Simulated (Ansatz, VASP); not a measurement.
## One calculation of Li2O, two programs

INCAR

```
SYSTEM = Li2O
PREC = Accurate
ENCUT = 750
EDIFF = 1E-6
ISMEAR = 0
SIGMA = 0.1
LREAL = .FALSE.
LASPH = .TRUE.
NELM = 200
ALGO = Normal
ISIF = 2
LWAVE = .FALSE.
LCHARG = .TRUE.
ISPIN = 2
MAGMOM = 0 0 0
LORBIT = 11
GGA = PE
LELF = .TRUE.
LVHAR = .TRUE.
NBANDS = 17
GGA_COMPAT = .FALSE.
```

File KPOINTS:

```
Automatic mesh
0
G
  6 6 6
  0 0 0
```

The input POSCAR:

```
Li2O
1.0
    0.0000000000      2.3268543819      2.3268543819
    2.3268543819      0.0000000000      2.3268543819
    2.3268543819      2.3268543819      0.0000000000
Li O
2 1
Direct
    0.9590000000      1.3500000000      0.8120000000
    0.4590000000      0.8500000000      0.3120000000
    0.2090000000      0.6000000000      0.0620000000
```

Input for Ansatz:

```yaml
crystal:
  lattice:
    - [0.0, 2.3268543819, 2.3268543819]
    - [2.3268543819, 0.0, 2.3268543819]
    - [2.3268543819, 2.3268543819, 0.0]
  atoms:
    - { symbol: Li, position: [0.959, 1.35, 0.812] }
    - { symbol: Li, position: [0.459, 0.85, 0.312] }
    - { symbol: O, position: [0.209, 0.6, 0.062] }
basis: {}
kpoints:
  mp_grid: { grid: [6, 6, 6] }
hamiltonian:
  xc: pbe
scf:
  occupations: { method: gaussian, width: 0.1 }
  max_iter: 30
  convergence: { dr2_threshold: "1e-4 eV" }
output:
  forces: true
  stress: true
  eigenvalues: true
magnetization:
  spin_polarized: true
  initial_magnetization: 4.0
```

Alike in both runs: task single point; functional PBE; k mesh 6 × 6 × 6; occupations gaussian, width 0.1 eV; collinear spin.

|  | VASP | Ansatz |
| --- | --- | --- |
| version | VASP 6.6.1 | Ansatz 0.2.0 |
| potentials or method | VASP PAW PBE potentials, release 64 (Li_sv, O) | scalar-relativistic, plane waves, PAW |
| plane-wave cutoff (eV) | 750 | 420 |
| valence electrons in the cell | 12 | 12 |

```csv
,VASP,Ansatz,Ansatz less VASP
gap on the k mesh at the Fermi level (eV),4.94,4.95,+0.012
least direct gap on the mesh (eV),5.11,5.11,-0.001
pressure (GPa),-1.7,-1.4,+0.34
net moment per atom (μB),0.00,0.00,0.000
```

With one functional, cell and mesh, what is left measures potentials, basis and numerics. Ansatz's warnings: force scf threshold loose, seeded moment not kept, stress scf threshold loose.
